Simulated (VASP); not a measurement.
# SiO2 (I-42d) in VASP: a series of runs

SiO2 is run at these levels: PBEsol; tasks: single point.

All numbers are computed with VASP 6.6.1; they aren't measurements. Logs are shortened: lines on timing, memory, paths and dates and some standing lists are left out, and cuts for length are marked.

### Step 1. The cell of the first run

Symmetry: I-42d, No. 122, tetragonal system. Conventional cell: a = 5.020 Å, b = 5.020 Å, c = 7.408 Å, α = 90.00°, β = 90.00°, γ = 90.00°. Within 2.2 Å of Si (site symmetry -4) lie 4 O at 1.63 Å. O (site symmetry 2) has 2 Si at 1.63 Å within 2.2 Å.

### Step 2. Single point, PBEsol (volume scaled by 1.04)

The input, INCAR:

```
PREC = Accurate
ENCUT = 520
EDIFF = 1E-6
ISMEAR = -1
SIGMA = 0.05
LREAL = False
LASPH = True
NELM = 80
ALGO = Normal
ISIF = 2
LWAVE = False
LCHARG = True
GGA = PS
LELF = True
LVHAR = True
NBANDS = 25
```

The input, KPOINTS:

```
regular mesh
0
Gamma
  8 8 8
```

The input, POSCAR:

```
SiO2
1.0
   -2.5098901283      2.5098901283      3.7037776963
    2.5098901283     -2.5098901283      3.7037776963
    2.5098901283      2.5098901283     -3.7037776963
Si O
2 4
Direct
    0.7500000000      0.2500000000      0.5000000000
    0.0000000000      0.0000000000      0.0000000000
    0.8750000000      0.0282138700      0.6532138700
    0.7782138700      0.1250000000      0.1532138700
    0.9717861300      0.6250000000      0.8467861300
    0.3750000000      0.2217861300      0.3467861300
```

Potentials or basis: VASP PAW PBE potentials, release 64 (Si, O).

Run with:

```bash
$ cat potpaw_PBE.64/Si/POTCAR potpaw_PBE.64/O/POTCAR > POTCAR
$ mpirun -np 1 vasp_std > vasp.out
```

OUTCAR:

```text
PREC = Accurate
   ENCUT = 520
   EDIFF = 1E-6
   ISMEAR = -1
   LREAL = False
   LASPH = True
   NELM = 80
   ISIF = 2
   GGA = PS

 ion  position               nearest neighbor table
   1  0.750  0.250  0.500-   5 1.63   6 1.63   4 1.63   3 1.63   2 3.12   2 3.12   2 3.12   2 3.12

   2  0.000  0.000  0.000-   5 1.63   6 1.63   3 1.63   4 1.63   1 3.12   1 3.12   1 3.12   1 3.12

   3  0.875  0.028  0.653-   2 1.63   1 1.63
   4  0.778  0.125  0.153-   1 1.63   2 1.63
   5  0.972  0.625  0.847-   1 1.63   2 1.63
   6  0.375  0.222  0.347-   1 1.63   2 1.63

  LATTYP: Found a body centered tetragonal cell.
 ALAT       =     5.0197802566
 C/A-ratio  =     1.4756732395

  Lattice vectors:

 A1 = (  -2.5098901283,   2.5098901283,   3.7037776963)
 A2 = (   2.5098901283,  -2.5098901283,   3.7037776963)
 A3 = (   2.5098901283,   2.5098901283,  -3.7037776963)

Analysis of symmetry for initial positions (statically):
=====================================================================
 Subroutine PRICEL returns:
 Original cell was already a primitive cell.

 Routine SETGRP: Setting up the symmetry group for a
 body centered tetragonal supercell.

 Subroutine GETGRP returns: Found  8 space group operations
 (whereof  4 operations were pure point group operations)
 out of a pool of 16 trial point group operations.

The static configuration has the point symmetry S_4 .
 The point group associated with its full space group is D_2d.

Analysis of symmetry for dynamics (positions and initial velocities):
=====================================================================
 Subroutine PRICEL returns:
 Original cell was already a primitive cell.

 Routine SETGRP: Setting up the symmetry group for a
 body centered tetragonal supercell.

 Subroutine GETGRP returns: Found  8 space group operations
 (whereof  4 operations were pure point group operations)
 out of a pool of 16 trial point group operations.

The dynamic configuration has the point symmetry S_4 .
 The point group associated with its full space group is D_2d.

 Subroutine INISYM returns: Found  8 space group operations
 (whereof  4 operations are pure point group operations),
 and found     1 'primitive' translations

----------------------------------------------------------------------------------------

                                     Primitive cell

[... 99 lines left out ...]
   LREAL  =      F    real-space projection
   EDIFFG = 0.1E-04   stopping-criterion for IOM
   NSW    =      0    number of steps for IOM
   IBRION =     -1    ionic relax: 0-MD 1-quasi-New 2-CG
   NFREE  =      0    steps in history (QN), initial steepest desc. (CG)
   ISIF   =      2    stress and relaxation
   ISYM   =      2    0-nonsym 1-usesym 2-fastsym
   POTIM  = 0.5000    time-step for ionic-motion
   TEBEG  =    0.0;   TEEND  =   0.0 temperature during run
   PSTRESS=    0.0 pullay stress
   NELECT =      32.0000    total number of electrons
   NUPDOWN=      -1.0000    fix difference up-down
   EMIN   =  10.00;   EMAX   =-10.00  energy-range for DOS
   EFERMI =   0.00;   METHOD = LEGACY
   ISMEAR =    -1;   SIGMA  =   0.05  broadening in eV -4-tet -1-fermi 0-gaus
   EFERMI_NEDOS =   21; number of points for ismear=-14 and -15
   IALGO  =     38    algorithm
   IMIX   =      4    mixing-type and parameters
     AMIX     =   0.40;   BMIX     =  1.00
     AMIX_MAG =   1.60;   BMIX_MAG =  1.00
  volume/ion in A,a.u.               =      15.55       104.97
  Fermi-wavevector in a.u.,A,eV,Ry     =   1.145830  2.165304 17.863436  1.312926
  Thomas-Fermi vector in A             =   2.282516
   LORBIT       =      0    0 simple, 1 ext, 2 COOP (PROOUT), +10 PAW based schemes
   GGA     = PS    functional components
   LHFCALC =     F    Hartree Fock is set to
   AEXX    =    0.0000 exact exchange contribution
   IVDW    =     0    specifies the selected vdW correction
   LEPSILON=     F    determine dielectric tensor
   LRPA    =     F    only Hartree local field effects (RPA)
 non-spin polarized calculation
  energy-cutoff  :      520.00
  volume of cell :       93.33
 maximum number of plane-waves:      2541
 NGX is ok and might be reduce to    40
   NGX = 19   NGY = 19   NGZ = 19

 number of electron      31.9999994 magnetization

 Free energy of the ion-electron system (eV)
  ---------------------------------------------------
  ext. energy  EPLUGINS =         0.00000000
  ---------------------------------------------------
  free energy    TOTEN  =       -49.34167622 eV

  energy without entropy =      -49.34167622  energy(sigma->0) =      -49.34167622

 E-fermi :   0.3662     XC(G=0):  -8.1406

 val. band max:       -0.7411850643   @ k =   0.0000   0.0000   0.0000
 cond. band min:       4.9207558281   @ k =   0.0000   0.0000   0.0000
 fundamental gap:      5.6619408924
 Fermi energy:         0.3661716871

 k-point     1 :       0.0000    0.0000    0.0000
  band No.  band energies     occupation
      1     -19.7032      2.00000
      2     -17.6981      2.00000
      3     -17.6981      2.00000
      4     -17.6414      2.00000
      5      -9.9010      2.00000
      6      -6.1870      2.00000
[... 661 lines left out ...]
     24      11.7504      0.00000
     25      12.4719      0.00000

 [... further k-points ...]

------------------------ aborting loop because EDIFF is reached ----------------------------------------

  FORCE on cell =-STRESS in cart. coord.  units (eV):
  Direction    XX          YY          ZZ          XY          YZ          ZX
  --------------------------------------------------------------------------------------
  -------------------------------------------------------------------------------------
  Total       -1.9926574     -1.9926574     -2.0021600      0.0000000      0.0000000      0.0000000
  in kB      -34.2080950    -34.2080950    -34.3712274      0.0000000      0.0000000      0.0000000
  external PRESSURE =     -34.2624725 kB  Pullay stress =       0.0000000 kB

 VOLUME and BASIS-vectors are now :
 -----------------------------------------------------------------------------
  energy-cutoff  :      520.00
  volume of cell :       93.33
      direct lattice vectors                 reciprocal lattice vectors
    -2.509890128  2.509890128  3.703777696     0.000000000  0.199211907  0.134997303
     2.509890128 -2.509890128  3.703777696     0.199211907  0.000000000  0.134997303
     2.509890128  2.509890128 -3.703777696     0.199211907  0.199211907  0.000000000

 POSITION                                       TOTAL-FORCE (eV/Angst)
 -----------------------------------------------------------------------------------
      0.00000      2.50989      1.85189         0.000000     -0.000000     -0.000000
      0.00000      0.00000      0.00000         0.000000     -0.000000      0.000000
     -0.48585      3.76484      0.92594         0.242746     -0.000000      0.000000
     -1.25495      2.02405      2.77783         0.000000      0.242746      0.000000
      1.25495      2.99574      2.77783         0.000000     -0.242746     -0.000000
      0.48585      1.25495      0.92594        -0.242746     -0.000000     -0.000000
 -----------------------------------------------------------------------------------
    total drift:                                0.000003      0.000003      0.000003

  FREE ENERGIE OF THE ION-ELECTRON SYSTEM (eV)
  ---------------------------------------------------
  free  energy   TOTEN  =       -49.3416762221 eV

  energy  without entropy=      -49.3416762221  energy(sigma->0) =      -49.34167622
```

Wall time 2.3 min (1 thread of Intel Xeon Platinum 8559C (Emerald Rapids), shared host); peak memory 0.28 GiB.

What came out:

* Free energy: -49.3417 eV
* Pressure: -3.4 GPa
* Largest force: 0.243 eV/Å
* Band gap on the k mesh: 5.66 eV, direct

Forces on the atoms (eV/Å):
```
Si   0.000  0.000  0.000
Si   0.000  0.000  0.000
O    0.243  0.000  0.000
O    0.000  0.243  0.000
O    0.000 -0.243  0.000
O   -0.243  0.000  0.000
```

Levels at points of the mesh, in eV from the valence-band top:
```
           k point  band 12  band 13  band 14  band 15  band 16  band 17  band 18  band 19  band 20  band 21
(0.00, 0.00, 0.00)    -1.56    -1.51    -0.70     0.00     0.00     5.66     8.52    10.19    10.19    10.21
(0.50, 0.00, 0.00)    -1.58    -1.44    -0.77    -0.48    -0.14     7.78     8.83     9.53     9.82    10.41
(0.50, 0.50, 0.00)    -2.02    -0.94    -0.94    -0.33    -0.33     8.82     8.82     9.83     9.83    10.79
(0.50, 0.50, 0.50)    -2.03    -1.43    -1.43    -0.31    -0.31     8.65     8.65     9.93     9.93    11.23
```

Caveat: the PAW data sets were made with another functional, which shifts forces and pressure a little. A k mesh can miss the band edges.

### Step 3. Single point, PBEsol (volume scaled by 1.06)

The input, INCAR:

```
PREC = Accurate ; ENCUT = 520
EDIFF = 1E-6 ; ISMEAR = -1
SIGMA = 0.05 ; LREAL = False
LASPH = True ; NELM = 100
ALGO = Normal ; ISIF = 2
LWAVE = False ; LCHARG = True
GGA = PS ; LELF = True
LVHAR = True ; NBANDS = 25
```

KPOINTS is that of step 2.

Changes to POSCAR since step 2:

```diff
@@ -2,5 +2,5 @@
 1.0
-   -2.5098901283      2.5098901283      3.7037776963
-    2.5098901283     -2.5098901283      3.7037776963
-    2.5098901283      2.5098901283     -3.7037776963
+   -2.5258771206      2.5258771206      3.7273692731
+    2.5258771206     -2.5258771206      3.7273692731
+    2.5258771206      2.5258771206     -3.7273692731
 Si O
```

Potentials or basis: VASP PAW PBE potentials, release 64 (Si, O).

Run with:

```bash
$ cat potpaw_PBE.64/Si/POTCAR potpaw_PBE.64/O/POTCAR > POTCAR
$ mpirun -np 1 vasp_std > vasp.out
```

Run time: 2.4 min. Hardware: 1 thread of Intel Xeon Platinum 8559C (Emerald Rapids), shared host; peak memory 0.28 GiB.

The run converged. Its results:

```
Free energy            : -49.2902 eV
Pressure               : -6.1 GPa
Largest force          : 0.425 eV/Å
Band gap on the k mesh : 5.54 eV, direct
```

Forces in eV/Å, atoms in the order of the input:
```
Si   0.000  0.000  0.000
Si   0.000  0.000  0.000
O    0.425  0.000  0.000
O    0.000  0.425  0.000
O    0.000 -0.425  0.000
O   -0.425  0.000  0.000
```

Levels at points of the mesh, in eV from the valence-band top:
| k point | band 13 | band 14 | band 15 | band 16 | band 17 | band 18 | band 19 | band 20 |
| --- | --- | --- | --- | --- | --- | --- | --- | --- |
| (0.00, 0.00, 0.00) | -1.48 | -0.72 | 0.00 | 0.00 | 5.54 | 8.43 | 9.98 | 10.03 |
| (0.50, 0.00, 0.00) | -1.41 | -0.76 | -0.46 | -0.14 | 7.58 | 8.77 | 9.47 | 9.66 |
| (0.50, 0.50, 0.00) | -0.91 | -0.91 | -0.33 | -0.33 | 8.67 | 8.67 | 9.68 | 9.68 |
| (0.50, 0.50, 0.50) | -1.40 | -1.40 | -0.30 | -0.30 | 8.52 | 8.52 | 9.81 | 9.81 |

Caveat: the PAW data sets were made with another functional, which shifts forces and pressure a little.
